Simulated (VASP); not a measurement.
# AlBAs2 (P-4m2) in VASP: further runs, part 2 of 2

VASP 6.6.1.

## (3) Relaxation of cell and atoms, PBE

This run uses another cell than the first one, of 17.77 Å³/atom, 0.961 times its volume.

The input, INCAR:

```
  PREC = Accurate
  ENCUT = 600
  EDIFF = 1E-6
  ISMEAR = 0
  SIGMA = 0.1
  LREAL = F
  LASPH = T
  NELM = 100
  ALGO = Normal
  ISIF = 3
  LWAVE = F
  LCHARG = F
  GGA = PE
  IBRION = 2
  NSW = 90
  EDIFFG = -0.04
```

The input, KPOINTS:

```
regular mesh
0
Gamma
  6 6 4
```

The input, POSCAR:

```
AlBAs2
1.0
    3.6904005400      0.0000000000      0.0000000000
    0.0000000000      3.6904005400      0.0000000000
    0.0000000000      0.0000000000      5.2190144900
Al B As
1 1 2
Direct
    0.0000000000      0.0000000000      0.0000000000
    0.5000000000      0.5000000000      0.5000000000
    0.5000000000      0.0000000000      0.7500000000
    0.0000000000      0.5000000000      0.2500000000
```

Potentials or basis: VASP PAW PBE potentials, release 64 (Al, B, As).

Command:

```sh
$ cat potpaw_PBE.64/Al/POTCAR potpaw_PBE.64/B/POTCAR potpaw_PBE.64/As/POTCAR > POTCAR
$ mpirun -np 1 vasp_std > vasp.out
```

OUTCAR:

```text
PREC = Accurate
   ENCUT = 600
   EDIFF = 1E-6
   ISMEAR = 0
   LREAL = F
   LASPH = T
   NELM = 100
   ISIF = 3
   GGA = PE
   IBRION = 2
   NSW = 90
   EDIFFG = -0.04

 ion  position               nearest neighbor table
   1  0.000  0.000  0.000-   3 2.26   4 2.26   4 2.26   3 2.26
   2  0.500  0.500  0.500-   3 2.26   4 2.26   3 2.26   4 2.26
   3  0.500  0.000  0.750-   1 2.26   2 2.26   2 2.26   1 2.26
   4  0.000  0.500  0.250-   1 2.26   2 2.26   1 2.26   2 2.26

  LATTYP: Found a simple tetragonal cell.
 ALAT       =     3.6904005400
 C/A-ratio  =     1.4142135612

  Lattice vectors:

 A1 = (   3.6904005400,   0.0000000000,   0.0000000000)
 A2 = (   0.0000000000,   3.6904005400,   0.0000000000)
 A3 = (   0.0000000000,   0.0000000000,   5.2190144900)

Analysis of symmetry for initial positions (statically):
=====================================================================
 Subroutine PRICEL returns:
 Original cell was already a primitive cell.

 Routine SETGRP: Setting up the symmetry group for a
 simple tetragonal supercell.

 Subroutine GETGRP returns: Found  8 space group operations
 (whereof  8 operations were pure point group operations)
 out of a pool of 16 trial point group operations.

The static configuration has the point symmetry D_2d.

Analysis of symmetry for dynamics (positions and initial velocities):
=====================================================================
 Subroutine PRICEL returns:
 Original cell was already a primitive cell.

 Routine SETGRP: Setting up the symmetry group for a
 simple tetragonal supercell.

 Subroutine GETGRP returns: Found  8 space group operations
 (whereof  8 operations were pure point group operations)
 out of a pool of 16 trial point group operations.

The dynamic configuration has the point symmetry D_2d.

 Subroutine INISYM returns: Found  8 space group operations
[... 130 lines left out ...]
   LEPSILON=     F    determine dielectric tensor
   LRPA    =     F    only Hartree local field effects (RPA)
 conjugate gradient relaxation of ions
 non-spin polarized calculation
 Gauss-broadening in eV      SIGMA  =   0.10
  energy-cutoff  :      600.00
  volume of cell :       71.08
 maximum number of plane-waves:      2405
 NGX is ok and might be reduce to    30
   NGX = 15   NGY = 15   NGZ = 21

--------------------------------------- Ionic step        1  -------------------------------------------

 number of electron      15.9999997 magnetization

 Free energy of the ion-electron system (eV)
  ---------------------------------------------------
  ext. energy  EPLUGINS =         0.00000000
  ---------------------------------------------------
  free energy    TOTEN  =       -19.07514086 eV

  energy without entropy =      -19.07514085  energy(sigma->0) =      -19.07514085

------------------------ aborting loop because EDIFF is reached ----------------------------------------

  FORCE on cell =-STRESS in cart. coord.  units (eV):
  Direction    XX          YY          ZZ          XY          YZ          ZX
  --------------------------------------------------------------------------------------
  -------------------------------------------------------------------------------------
  Total        4.0103984      4.0103984      3.3736112      0.0000000      0.0000000      0.0000000
  in kB       90.3987836     90.3987836     76.0449021      0.0000000      0.0000000      0.0000000
  external PRESSURE =      85.6141564 kB  Pullay stress =       0.0000000 kB
[... 25 lines left out ...]
--------------------------------------- Ionic step        2  -------------------------------------------

 number of electron      15.9999998 magnetization

 E-fermi :   4.2240     XC(G=0):  -9.2213

 val. band max:        3.9803209867   @ k =   0.0000   0.0000   0.0000
 cond. band min:       4.4752297691   @ k =   0.5000   0.0000   0.5000
 fundamental gap:      0.4949087824
 Fermi energy:         4.2240032126

 k-point     1 :       0.0000    0.0000    0.0000
  band No.  band energies     occupation
      1      -8.8532      2.00000
      2      -6.2653      2.00000
      3      -2.4710      2.00000
      4       0.8140      2.00000
      5       0.8140      2.00000
      6       3.8944      2.00000
      7       3.9803      1.99943
      8       3.9803      1.99943
      9       4.4753      0.00038
     10       4.8264      0.00000
     11       6.4856      0.00000
     12       7.2432      0.00000
[... 534 lines left out ...]
--------------------------------------- Ionic step        7  -------------------------------------------

 number of electron      15.9999998 magnetization

 Free energy of the ion-electron system (eV)
  ---------------------------------------------------
  ext. energy  EPLUGINS =         0.00000000
  ---------------------------------------------------
  free energy    TOTEN  =       -19.91979989 eV

  energy without entropy =      -19.91979980  energy(sigma->0) =      -19.91979985

 E-fermi :   5.3559     XC(G=0):  -9.5966

 val. band max:        5.0424177437   @ k =   0.0000   0.0000   0.0000
 cond. band min:       5.6694134056   @ k =   0.5000   0.0000   0.5000
 fundamental gap:      0.6269956619
 Fermi energy:         5.3559336014

 k-point     1 :       0.0000    0.0000    0.0000
  band No.  band energies     occupation
      1      -8.6594      2.00000
      2      -5.7938      2.00000
      3      -2.2072      2.00000
      4       1.5429      2.00000
      5       1.5429      2.00000
      6       4.5668      2.00000
      7       5.0424      1.99999
      8       5.0424      1.99999
      9       5.7705      0.00000
     10       5.7822      0.00000
     11       7.9798      0.00000
     12       8.2680      0.00000
[... 376 lines left out ...]
  FREE ENERGIE OF THE ION-ELECTRON SYSTEM (eV)
  ---------------------------------------------------
  free  energy   TOTEN  =       -19.9197998890 eV

  energy  without entropy=      -19.9197998043  energy(sigma->0) =      -19.91979985

 reached required accuracy - stopping structural energy minimisation
```

OSZICAR:

```text
N       E                     dE             d eps       ncg     rms          rms(c)
DAV:   1     0.562238553220E+02    0.56224E+02   -0.67106E+03   720   0.121E+03
DAV:   2    -0.154655883698E+02   -0.71689E+02   -0.66456E+02  1000   0.170E+02
DAV:   3    -0.193617906455E+02   -0.38962E+01   -0.38290E+01   932   0.418E+01
DAV:   4    -0.194233190417E+02   -0.61528E-01   -0.61445E-01   856   0.564E+00
[... 58 lines left out ...]
DAV:   1    -0.199201161330E+02   -0.23890E-02   -0.81283E-02   780   0.192E+00    0.121E-01
DAV:   2    -0.199198724304E+02    0.24370E-03   -0.29272E-03   848   0.381E-01    0.664E-02
DAV:   3    -0.199198020972E+02    0.70333E-04   -0.32003E-04   872   0.119E-01    0.253E-02
DAV:   4    -0.199197989843E+02    0.31129E-05   -0.42249E-05   856   0.467E-02    0.775E-03
DAV:   5    -0.199197998890E+02   -0.90466E-06   -0.35916E-06   812   0.141E-02
   7 F= -.19919800E+02 E0= -.19919800E+02  d E =-.141698E-01
```

Run time: 3.8 min. Hardware: 1 thread of AMD EPYC 7R13, shared host; peak memory 0.19 GiB.

Results:

```yaml
Free_energy: -19.9198 eV
Relaxed_volume: 18.52 Å³/atom
Relaxed_cell: a = 3.686 Å, b = 3.686 Å, c = 5.453 Å, α = 90.00°, β = 90.00°, γ = 90.00°
Space_group_after_relaxing_to_0.05_Å: P-4m2 (No. 115)
Energy_gained_by_relaxing: 211.2 meV/atom
Ionic_steps: 7
Pressure_after_relaxing: 0.1 GPa
Largest_force_after_relaxing: 0.017 eV/Å
Band_gap_on_the_k_mesh: 0.63 eV, indirect (least direct gap 0.73 eV)
```

Forces on the atoms (eV/Å):
```
Al   0.000  0.000  0.000
B    0.000  0.000  0.000
As   0.000  0.000 -0.017
As   0.000  0.000  0.017
```

Step by step:
```
step  energy change (eV)  largest force (eV/Å)  pressure (GPa)  volume (Å³)
   1              0.0000                3.8312            8.56        71.08
   2             -0.6530                0.0243           -6.41        81.30
   3             -0.7049                0.7169           -4.12        78.88
   4             -0.8286                0.0305           -0.46        74.74
   5             -0.8305                0.1397            0.10        74.22
   6             -0.8426                0.0450            0.10        74.15
   7             -0.8447                0.0168            0.10        74.09
```

Final structure:
```cif
data_structure
_symmetry_space_group_name_H-M 'P 1'
_symmetry_Int_Tables_number 1
_cell_length_a 3.6861
_cell_length_b 3.6861
_cell_length_c 5.4531
_cell_angle_alpha 90.000
_cell_angle_beta 90.000
_cell_angle_gamma 90.000
_cell_volume 74.09
loop_
_atom_site_label
_atom_site_type_symbol
_atom_site_fract_x
_atom_site_fract_y
_atom_site_fract_z
_atom_site_occupancy
Al1 Al 0.00000 0.00000 0.00000 1
B1 B 0.50000 0.50000 0.50000 1
As1 As 0.50000 0.00000 0.71194 1
As2 As 0.00000 0.50000 0.28806 1
```

Levels at points of the mesh, in eV from the valence-band top:
```tsv
k point	band 5	band 6	band 7	band 8	band 9	band 10	band 11	band 12
(0.00, 0.00, 0.00)	-3.50	-0.48	0.00	0.00	0.73	0.74	2.94	3.23
(0.50, 0.00, 0.00)	-4.64	-3.84	-2.50	-0.71	1.94	3.68	4.09	4.93
(0.50, 0.50, 0.00)	-3.82	-3.49	-3.49	-2.84	0.90	0.90	1.26	1.45
(0.00, 0.00, 0.50)	-3.19	-3.19	-1.05	-1.05	1.12	1.52	3.35	4.27
(0.50, 0.00, 0.50)	-2.44	-1.77	-1.72	-0.62	0.63	2.20	3.35	4.09
(0.50, 0.50, 0.50)	-4.48	-4.42	-4.14	-4.14	3.89	3.89	4.02	5.12
```
